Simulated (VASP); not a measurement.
# NbC (Fm-3m) in VASP: elastic constants with LDA

Aim: the elastic constants of NbC with LDA.

Everything below comes from runs of VASP 6.6.1. Logs are shortened: lines on timing, memory, paths and dates and some standing lists are left out, and cuts for length are marked.

### Step 1. The cell of the first run

The structure is cubic, space group Fm-3m (No. 225). Conventional cell: a = 4.315 Å, b = 4.315 Å, c = 4.315 Å, α = 90.00°, β = 90.00°, γ = 90.00°. Within 2.9 Å of Nb (site symmetry m-3m) lie 6 C at 2.16 Å. Within 2.9 Å of C (site symmetry m-3m) lie 6 Nb at 2.16 Å.

### Step 2. Elastic constants, LDA

INCAR reads:

```
PREC     = Accurate       # precision mode
ENCUT    = 600            # plane-wave cutoff, eV
EDIFF    = 1E-8           # SCF threshold, eV
ISMEAR   = -1             # smearing method
SIGMA    = 0.1            # smearing width, eV
LREAL    = False          # projectors in reciprocal space
LASPH    = True           # aspherical terms in the spheres
NELM     = 120            # most SCF steps
ALGO     = Normal         # electronic algorithm
ISIF     = 3              # what is computed and relaxed
LWAVE    = False          # write WAVECAR
LCHARG   = False          # write CHGCAR
IBRION   = 6              # ionic algorithm
NFREE    = 2            
POTIM    = 0.015          # step
NSW      = 1              # ionic steps
GGA_COMPAT= False
```

KPOINTS reads:

```
regular mesh
0
Gamma
  18 18 18
```

POSCAR reads:

```
NbC
1.0
    0.0000000000      2.1577457245      2.1577457245
    2.1577457245      0.0000000000      2.1577457245
    2.1577457245      2.1577457245      0.0000000000
Nb C
1 1
Direct
    0.0000000000      0.0000000000      0.0000000000
    0.5000000000      0.5000000000      0.5000000000
```

Potentials or basis: VASP PAW LDA potentials, release 64 (Nb_sv, C).

Started as:

```
$ cat potpaw_LDA.64/Nb_sv/POTCAR potpaw_LDA.64/C/POTCAR > POTCAR
$ mpirun -np 1 vasp_std > vasp.out
```

OUTCAR:

```text
PREC = Accurate
   ENCUT = 600
   EDIFF = 1E-8
   ISMEAR = -1
   LREAL = False
   LASPH = True
   NELM = 120
   ISIF = 3
   IBRION = 6
   NFREE = 2
   POTIM = 0.015
   NSW = 1

 ion  position               nearest neighbor table
   1  0.000  0.000  0.000-   2 2.16   2 2.16   2 2.16   2 2.16   2 2.16   2 2.16
   2  0.500  0.500  0.500-   1 2.16   1 2.16   1 2.16   1 2.16   1 2.16   1 2.16

  LATTYP: Found a face centered cubic cell.
 ALAT       =     4.3154914490

  Lattice vectors:

 A1 = (   0.0000000000,   2.1577457245,   2.1577457245)
 A2 = (   2.1577457245,   0.0000000000,   2.1577457245)
 A3 = (   2.1577457245,   2.1577457245,   0.0000000000)

Analysis of symmetry for initial positions (statically):
=====================================================================
 Subroutine PRICEL returns:
 Original cell was already a primitive cell.

 Routine SETGRP: Setting up the symmetry group for a
 face centered cubic supercell.

 Subroutine GETGRP returns: Found 48 space group operations
 (whereof 48 operations were pure point group operations)
 out of a pool of 48 trial point group operations.

The static configuration has the point symmetry O_h .

Analysis of symmetry for dynamics (positions and initial velocities):
=====================================================================
 Subroutine PRICEL returns:
 Original cell was already a primitive cell.

 Routine SETGRP: Setting up the symmetry group for a
 face centered cubic supercell.

 Subroutine GETGRP returns: Found 48 space group operations
 (whereof 48 operations were pure point group operations)
 out of a pool of 48 trial point group operations.

The dynamic configuration has the point symmetry O_h .

 Subroutine INISYM returns: Found 48 space group operations
 (whereof 48 operations are pure point group operations),
 and found     1 'primitive' translations

[... 351 lines left out ...]
      9      13.7053      1.93874
     10      13.7476      1.90797
     11      13.7476      1.90797
     12      14.4871      0.02515
[... 331 lines left out ...]
 k-point    24 :      -0.2222    0.0556    0.0000
  band No.  band energies     occupation
      1     -41.1284      2.00000
      2     -17.5992      2.00000
      3     -17.0852      2.00000
      4     -17.0233      2.00000
      5       1.8245      2.00000
      6       9.0425      2.00000
      7       9.6961      2.00000
      8      10.0789      2.00000
      9      13.8509      1.76140
     10      14.5597      0.01225
     11      15.5124      0.00000
     12      19.0280      0.00000

 [... further k-points ...]
[... 5 lines left out ...]
  --------------------------------------------------------------------------------------
  -------------------------------------------------------------------------------------
  Total        3.7687971      3.7514069      3.7514069      0.0000000     -0.0000000      0.0000000
  in kB      300.5263425    299.1396354    299.1396354      0.0000000     -0.0000000      0.0000000
  external PRESSURE =     299.6018711 kB  Pullay stress =       0.0000000 kB
[... 17 lines left out ...]
  FREE ENERGIE OF THE ION-ELECTRON SYSTEM (eV)
  ---------------------------------------------------
  free  energy   TOTEN  =       -22.5117563131 eV

  energy  without entropy=      -22.4893996498  energy(sigma->0) =      -22.50057798

 INTERNAL STRAIN TENSORS FROM STRAINED CELLS
 ============================================

 INTERNAL STRAIN TENSOR FOR ION    1 for displacements in x,y,z  (eV/Angst):
          X           Y           Z          XY          YZ          ZX
  --------------------------------------------------------------------------------
  x    -0.00000     0.00000     0.00000    -0.00000     0.00000    -0.00000
  y     0.00000     0.00000    -0.00000    -0.00000     0.00000     0.00000
  z     0.00000    -0.00000    -0.00000     0.00000    -0.00000    -0.00000

 INTERNAL STRAIN TENSORS FROM DISPLACED ATOMS
 ============================================

 INTERNAL STRAIN TENSOR FOR ION    1 for displacements in x,y,z  (eV/Angst):
          X           Y           Z          XY          YZ          ZX
  --------------------------------------------------------------------------------
  x     0.00000     0.00000     0.00000     0.00000     0.00000     0.00000
  y     0.00000     0.00000     0.00000     0.00000     0.00000     0.00000
  z     0.00000     0.00000     0.00000     0.00000     0.00000     0.00000

 INTERNAL STRAIN TENSOR FOR ION    2 for displacements in x,y,z  (eV/Angst):
          X           Y           Z          XY          YZ          ZX
  --------------------------------------------------------------------------------
  x     0.00000     0.00000     0.00000     0.00000     0.00000     0.00000
  y     0.00000     0.00000     0.00000     0.00000     0.00000     0.00000
  z     0.00000     0.00000     0.00000     0.00000     0.00000     0.00000

 Eigenvectors and eigenvalues of the dynamical matrix
 ----------------------------------------------------

   1 f  =   18.949597 THz   119.063828 2PiTHz  632.090512 cm-1    78.369200 meV
             X         Y         Z           dx          dy          dz
      0.000000  0.000000  0.000000     0.000000    0.338306    0.000000
      2.157746  2.157746  2.157746     0.000000   -0.941036    0.000000
[... 21 lines left out ...]
   6 f/i=    0.000757 THz     0.004759 2PiTHz    0.025263 cm-1     0.003132 meV
             X         Y         Z           dx          dy          dz
      0.000000  0.000000  0.000000     0.000000   -0.941036    0.000000
      2.157746  2.157746  2.157746     0.000000   -0.338306    0.000000

--------------------------------------------------------------------------------------------------------

 ELASTIC MODULI CONTR FROM IONIC RELAXATION (kBar)
 Direction    XX          YY          ZZ          XY          YZ          ZX
 --------------------------------------------------------------------------------
 XX           0.0000      0.0000      0.0000      0.0000      0.0000      0.0000
 YY           0.0000      0.0000      0.0000      0.0000      0.0000      0.0000
 ZZ           0.0000      0.0000      0.0000      0.0000      0.0000      0.0000
 XY           0.0000      0.0000      0.0000      0.0000      0.0000      0.0000
 YZ           0.0000      0.0000      0.0000      0.0000      0.0000      0.0000
 ZX           0.0000      0.0000      0.0000      0.0000      0.0000      0.0000
 --------------------------------------------------------------------------------

 TOTAL ELASTIC MODULI (kBar)
 Direction    XX          YY          ZZ          XY          YZ          ZX
 --------------------------------------------------------------------------------
 XX        9793.6574   1433.0638   1433.0638     -0.0000      0.0000     -0.0000
 YY        1433.0638   9793.6574   1433.0638      0.0000     -0.0000      0.0000
 ZZ        1433.0638   1433.0638   9793.6574      0.0000      0.0000     -0.0000
 XY          -0.0000      0.0000      0.0000   1943.3340      0.0000      0.0000
 YZ           0.0000     -0.0000      0.0000      0.0000   1943.3340      0.0000
 ZX          -0.0000      0.0000     -0.0000      0.0000      0.0000   1943.3340
 --------------------------------------------------------------------------------
```

OSZICAR:

```text
N       E                     dE             d eps       ncg     rms          rms(c)
DAV:   1     0.184949519227E+03    0.18495E+03   -0.10051E+04  4696   0.162E+03
DAV:   2    -0.134185110028E+02   -0.19837E+03   -0.18982E+03  5396   0.577E+02
DAV:   3    -0.255484057911E+02   -0.12130E+02   -0.11544E+02  7012   0.119E+02
[... 243 lines left out ...]
DAV:   4    -0.225117559747E+02   -0.16406E-04   -0.20185E-04 15400   0.139E-01    0.168E-02
DAV:   5    -0.225117558231E+02    0.15153E-06   -0.10613E-05 15832   0.337E-02    0.848E-03
DAV:   6    -0.225117562946E+02   -0.47149E-06   -0.71365E-06 19152   0.133E-02    0.149E-03
DAV:   7    -0.225117563156E+02   -0.20934E-07   -0.35858E-07 15832   0.464E-03    0.427E-04
DAV:   8    -0.225117563131E+02    0.25002E-08   -0.21686E-08  8948   0.129E-03
  17 F= -.22511756E+02 E0= -.22500578E+02  d E =-.223567E-01
```

stdout:

```text
POSCAR found type information on POSCAR NbC
 POSCAR found :  2 types and       2 ions
 scaLAPACK will be used
 LDA part: xc-table for (Slater(with rela. corr.)+CA(PZ))
 , standard interpolation
 POSCAR, INCAR and KPOINTS ok, starting setup
 FFT: planning ... GRIDC
[... 106 lines left out ...]
 Finite differences progress:
 bond charge predicted
 -----------------------------------------------------------------------------
|                                                                             |
|                                                                             |
|     Your highest band is occupied at some k-points! Unless you are          |
|     performing a calculation for an insulator or semiconductor, without     |
|     unoccupied bands, you have included TOO FEW BANDS!! Please increase     |
|     the parameter NBANDS in file INCAR to
```

Run time: 30 min. Hardware: 1 thread of Intel Xeon 6975P-C (Granite Rapids), shared host; peak memory 0.89 GiB.

What came out:

- Elastic constants C11, C12, C44: 979, 143, 194 GPa
- Voigt bulk modulus: 422 GPa
- Highest phonon frequency at Γ: 632 cm⁻¹

Phonon frequencies in cm⁻¹ (negative: imaginary):
```tsv
q point	frequencies
(0.000, 0.000, 0.000)	0 0 0 632 632 632
```

Elastic tensor in Voigt notation (GPa, in the Cartesian axes of the cell as first typed):
```
979 143 143   0   0   0
143 979 143   0   0   0
143 143 979   0   0   0
  0   0   0 194   0   0
  0   0   0   0 194   0
  0   0   0   0   0 194
```

Clamped-ion elastic tensor (GPa):
```
979 143 143   0   0   0
143 979 143   0   0   0
143 143 979   0   0   0
  0   0   0 194   0   0
  0   0   0   0 194   0
  0   0   0   0   0 194
```

Caveat: the cell is under stress, which shifts elastic constants.
